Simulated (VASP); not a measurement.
# ZnS (F-43m) in VASP: notebook

Runs on ZnS. Level: BLYP. Tasks: single point.

All numbers are computed with VASP 6.6.1; they aren't measurements. Logs are shortened: lines on timing, memory, paths and dates and some standing lists are left out, and cuts for length are marked.

**Experimental background.**

“Electronic, vibrational, and thermodynamic properties of ZnS (zincblende and rocksalt structure)”, 2009, arxiv:0911.5022 quotes, for a bulk crystal of ZnS at 19 K: band gap 3.85 eV (direct).

The runs below are set against these values where they give the same quantity.

### Step 1. The cell of the first run

The structure is cubic, space group F-43m (No. 216). The conventional cell has a = 5.440 Å, b = 5.440 Å, c = 5.440 Å, α = 90.00°, β = 90.00°, γ = 90.00°. Zn (site symmetry -43m) has 4 S at 2.36 Å within 3.1 Å. Within 3.1 Å of S (site symmetry -43m) lie 4 Zn at 2.36 Å.

### Step 2. Single point, BLYP

File INCAR:

```
  PREC = Accurate
  ENCUT = 520
  EDIFF = 1E-6
  ISMEAR = -1
  SIGMA = 0.05
  LREAL = False
  LASPH = True
  NELM = 80
  ALGO = Normal
  ISIF = 2
  LWAVE = False
  LCHARG = True
  GGA = B5
  ALDAX = 1.0
  AGGAX = 1.0
  AGGAC = 1.0
  ALDAC = 0.0
  LELF = True
  LVHAR = True
  NBANDS = 16
```

File KPOINTS:

```
regular mesh
0
Gamma
  9 9 9
```

File POSCAR:

```
ZnS
1.0
    0.0000000000      2.7198945612      2.7198945612
    2.7198945612      0.0000000000      2.7198945612
    2.7198945612      2.7198945612      0.0000000000
Zn S
1 1
Direct
    0.7500000000      0.7500000000      0.7500000000
    0.0000000000      0.0000000000      0.0000000000
```

Potentials or basis: VASP PAW PBE potentials, release 64 (Zn, S).

Started as:

```bash
$ cat potpaw_PBE.64/Zn/POTCAR potpaw_PBE.64/S/POTCAR > POTCAR
$ mpirun -np 1 vasp_std > vasp.out
```

OUTCAR:

```text
PREC = Accurate
   ENCUT = 520
   EDIFF = 1E-6
   ISMEAR = -1
   LREAL = False
   LASPH = True
   NELM = 80
   ISIF = 2
   GGA = B5

 ion  position               nearest neighbor table
   1  0.750  0.750  0.750-   2 2.36   2 2.36   2 2.36   2 2.36
   2  0.000  0.000  0.000-   1 2.36   1 2.36   1 2.36   1 2.36

  LATTYP: Found a face centered cubic cell.
 ALAT       =     5.4397891224

  Lattice vectors:

 A1 = (   0.0000000000,   2.7198945612,   2.7198945612)
 A2 = (   2.7198945612,   0.0000000000,   2.7198945612)
 A3 = (   2.7198945612,   2.7198945612,   0.0000000000)

Analysis of symmetry for initial positions (statically):
=====================================================================
 Subroutine PRICEL returns:
 Original cell was already a primitive cell.

 Routine SETGRP: Setting up the symmetry group for a
 face centered cubic supercell.

 Subroutine GETGRP returns: Found 24 space group operations
 (whereof 24 operations were pure point group operations)
 out of a pool of 48 trial point group operations.

The static configuration has the point symmetry T_d .

Analysis of symmetry for dynamics (positions and initial velocities):
=====================================================================
 Subroutine PRICEL returns:
 Original cell was already a primitive cell.

 Routine SETGRP: Setting up the symmetry group for a
 face centered cubic supercell.

 Subroutine GETGRP returns: Found 24 space group operations
 (whereof 24 operations were pure point group operations)
 out of a pool of 48 trial point group operations.

The dynamic configuration has the point symmetry T_d .

 Subroutine INISYM returns: Found 24 space group operations
 (whereof 24 operations are pure point group operations),
 and found     1 'primitive' translations

----------------------------------------------------------------------------------------

                                     Primitive cell

  volume of cell :      40.2426

  direct lattice vectors                    reciprocal lattice vectors
     0.000000000  2.719894561  2.719894561    -0.183830655  0.183830655  0.183830655
     2.719894561  0.000000000  2.719894561     0.183830655 -0.183830655  0.183830655
     2.719894561  2.719894561  0.000000000     0.183830655  0.183830655 -0.183830655

  length of vectors
[... 74 lines left out ...]
   ISTART =      0    job   : 0-new  1-cont  2-samecut
   ICHARG =      2    charge: 1-file 2-atom 10-const
   ISPIN  =      1    spin polarized calculation?
   LNONCOLLINEAR =      F non collinear calculations
   LSORBIT =      F    spin-orbit coupling
   LASPH  =      T    aspherical Exc in radial PAW
   ENCUT  =  520.0 eV  38.22 Ry    6.18 a.u.   7.15  7.15  7.15*2*pi/ulx,y,z
   NELM   =     80;   NELMIN=  2; NELMDL= -5     # of ELM steps
   EDIFF  = 0.1E-05   stopping-criterion for ELM
   LREAL  =      F    real-space projection
   EDIFFG = 0.1E-04   stopping-criterion for IOM
   NSW    =      0    number of steps for IOM
   IBRION =     -1    ionic relax: 0-MD 1-quasi-New 2-CG
   NFREE  =      0    steps in history (QN), initial steepest desc. (CG)
   ISIF   =      2    stress and relaxation
   ISYM   =      2    0-nonsym 1-usesym 2-fastsym
   POTIM  = 0.5000    time-step for ionic-motion
   TEBEG  =    0.0;   TEEND  =   0.0 temperature during run
   PSTRESS=    0.0 pullay stress
   NELECT =      18.0000    total number of electrons
   NUPDOWN=      -1.0000    fix difference up-down
   EMIN   =  10.00;   EMAX   =-10.00  energy-range for DOS
   EFERMI =   0.00;   METHOD = LEGACY
   ISMEAR =    -1;   SIGMA  =   0.05  broadening in eV -4-tet -1-fermi 0-gaus
   EFERMI_NEDOS =   21; number of points for ismear=-14 and -15
   IALGO  =     38    algorithm
   IMIX   =      4    mixing-type and parameters
     AMIX     =   0.40;   BMIX     =  1.00
     AMIX_MAG =   1.60;   BMIX_MAG =  1.00
  volume/ion in A,a.u.               =      20.12       135.79
  Fermi-wavevector in a.u.,A,eV,Ry     =   1.251998  2.365933 21.327115  1.567499
  Thomas-Fermi vector in A             =   2.385919
   LORBIT       =      0    0 simple, 1 ext, 2 COOP (PROOUT), +10 PAW based schemes
   GGA     = B5    functional components
   LHFCALC =     F    Hartree Fock is set to
   AEXX    =    0.0000 exact exchange contribution
   IVDW    =     0    specifies the selected vdW correction
   LEPSILON=     F    determine dielectric tensor
   LRPA    =     F    only Hartree local field effects (RPA)
 non-spin polarized calculation
  energy-cutoff  :      520.00
  volume of cell :       40.24
 maximum number of plane-waves:      1094
 NGX is ok and might be reduce to    30
   NGX = 15   NGY = 15   NGZ = 15

 number of electron      18.0000009 magnetization

 Free energy of the ion-electron system (eV)
  ---------------------------------------------------
  ext. energy  EPLUGINS =         0.00000000
  ---------------------------------------------------
  free energy    TOTEN  =        -5.80465100 eV

  energy without entropy =       -5.80465100  energy(sigma->0) =       -5.80465100

 E-fermi :   3.3384     XC(G=0):  -9.0269

 val. band max:        2.2935242541   @ k =   0.0000   0.0000   0.0000
 cond. band min:       4.3265236518   @ k =   0.0000   0.0000   0.0000
 fundamental gap:      2.0329993977
 Fermi energy:         3.3383842913

 k-point     1 :       0.0000    0.0000    0.0000
  band No.  band energies     occupation
      1     -10.6762      2.00000
      2      -4.0652      2.00000
      3      -4.0652      2.00000
      4      -4.0652      2.00000
      5      -3.6059      2.00000
      6      -3.6059      2.00000
[... 433 lines left out ...]
      3      -3.7596      2.00000
      4      -3.7596      2.00000
      5      -3.5385      2.00000
      6      -3.4458      2.00000
[... 8 lines left out ...]
     15      15.9821      0.00000
     16      17.2975      0.00000

 [... further k-points ...]
[... 5 lines left out ...]
  --------------------------------------------------------------------------------------
  -------------------------------------------------------------------------------------
  Total        0.9828420      0.9828420      0.9828420      0.0000000     -0.0000000     -0.0000000
  in kB       39.1298400     39.1298400     39.1298400      0.0000000     -0.0000000     -0.0000000
  external PRESSURE =      39.1298400 kB  Pullay stress =       0.0000000 kB

 VOLUME and BASIS-vectors are now :
 -----------------------------------------------------------------------------
  energy-cutoff  :      520.00
  volume of cell :       40.24
      direct lattice vectors                 reciprocal lattice vectors
     0.000000000  2.719894561  2.719894561    -0.183830655  0.183830655  0.183830655
     2.719894561  0.000000000  2.719894561     0.183830655 -0.183830655  0.183830655
     2.719894561  2.719894561  0.000000000     0.183830655  0.183830655 -0.183830655

 POSITION                                       TOTAL-FORCE (eV/Angst)
 -----------------------------------------------------------------------------------
      4.07984      4.07984      4.07984        -0.000000     -0.000000     -0.000000
      0.00000      0.00000      0.00000         0.000000      0.000000      0.000000
 -----------------------------------------------------------------------------------
    total drift:                               -0.000000     -0.000000     -0.000001

  FREE ENERGIE OF THE ION-ELECTRON SYSTEM (eV)
  ---------------------------------------------------
  free  energy   TOTEN  =        -5.8046509991 eV

  energy  without entropy=       -5.8046509991  energy(sigma->0) =       -5.80465100
```

OSZICAR:

```text
N       E                     dE             d eps       ncg     rms          rms(c)
DAV:   1     0.846682696278E+02    0.84668E+02   -0.83932E+03  1128   0.131E+03
DAV:   2    -0.628944905327E+00   -0.85297E+02   -0.79138E+02  1240   0.258E+02
DAV:   3    -0.626351460212E+01   -0.56346E+01   -0.56062E+01  1440   0.630E+01
DAV:   4    -0.631983144056E+01   -0.56317E-01   -0.56307E-01  1336   0.660E+00
DAV:   5    -0.632043632277E+01   -0.60488E-03   -0.60486E-03  1448   0.646E-01    0.621E+00
DAV:   6    -0.582129911793E+01    0.49914E+00   -0.92247E-01  1672   0.321E+01    0.485E+00
DAV:   7    -0.580488677300E+01    0.16412E-01   -0.28279E-01  1384   0.471E+00    0.296E+00
DAV:   8    -0.580446940040E+01    0.41737E-03   -0.49006E-03  1288   0.713E-01    0.101E+00
DAV:   9    -0.580459331076E+01   -0.12391E-03   -0.10108E-03  1312   0.288E-01    0.868E-02
DAV:  10    -0.580464628143E+01   -0.52971E-04   -0.58788E-05  1368   0.125E-01    0.395E-02
DAV:  11    -0.580465089576E+01   -0.46143E-05   -0.20173E-05  1312   0.721E-02    0.574E-03
DAV:  12    -0.580465099909E+01   -0.10334E-06   -0.90203E-07  1088   0.863E-03
   1 F= -.58046510E+01 E0= -.58046510E+01  d E =-.215285E-10
```

stdout:

```text
POSCAR found type information on POSCAR ZnS
 POSCAR found :  2 types and       2 ions
 scaLAPACK will be used
 -----------------------------------------------------------------------------
|                                                                             |
|                                                                             |
|     You enforced a specific xc type in the INCAR file but a different       |
|     I HOPE YOU KNOW WHAT YOU ARE DOING!                                     |
|                                                                             |
 -----------------------------------------------------------------------------

 LDA part: xc-table for (Slater(with rela. corr.)+VWN5), standard interpolation
 POSCAR, INCAR and KPOINTS ok, starting setup
 FFT: planning ... GRIDC
 FFT: planning ... GRID_SOFT
 FFT: planning ... GRID
 WAVECAR not read
 entering main loop
```

Run time: 19 s. Hardware: 1 thread of AMD EPYC 9R45 (Zen 5), shared host; peak memory 0.14 GiB.

What came out:

```yaml
Free_energy: -5.8047 eV
Pressure: 3.9 GPa
Band_gap_on_the_k_mesh: 2.03 eV, direct
```

Caveat: the PAW data sets were made with another functional, which shifts forces and pressure a little. As with any semilocal functional, this BLYP gap is likely too small.

### Step 3. Single point, BLYP

This run uses another cell than the first one, of 20.52 Å³/atom, 1.020 times its volume.

File INCAR:

```
PREC = Accurate
ENCUT = 520
EDIFF = 1E-7
ISMEAR = -1
SIGMA = 0.05
LREAL = F
LASPH = T
NELM = 60
ALGO = Normal
ISIF = 2
LWAVE = F
LCHARG = T
GGA = B5
ALDAX = 1.0
AGGAX = 1.0
AGGAC = 1.0
ALDAC = 0.0
LELF = T
LVHAR = T
NBANDS = 16
```

KPOINTS is that of step 2.

File POSCAR:

```
ZnS
1.0
    0.0000000000      2.7375567091      2.7375567091
    2.7375567091      0.0000000000      2.7375567091
    2.7375567091      2.7375567091      0.0000000000
Zn S
1 1
Direct
    0.7500000000      0.7500000000      0.7500000000
    0.0000000000      0.0000000000      0.0000000000
```

Potentials or basis: VASP PAW PBE potentials, release 64 (Zn, S).

Started as:

```bash
$ cat potpaw_PBE.64/Zn/POTCAR potpaw_PBE.64/S/POTCAR > POTCAR
$ mpirun -np 1 vasp_std > vasp.out
```

Run time: 21 s. Hardware: 1 thread of AMD EPYC 9R45 (Zen 5), shared host; peak memory 0.14 GiB.

Results (log left out):

```
Free energy            : -5.8207 eV
Pressure               : 2.5 GPa
Band gap on the k mesh : 1.94 eV, direct
```

Levels at points of the mesh, in eV from the valence-band top:
```csv
k point,band 6,band 7,band 8,band 9,band 10,band 11,band 12,band 13
"(0.00, 0.00, 0.00)",-5.85,0.00,0.00,0.00,1.94,6.47,6.47,6.47
```

Caveat: the PAW data sets were made with another functional, which shifts forces and pressure a little.

[end of part 1 of 2]
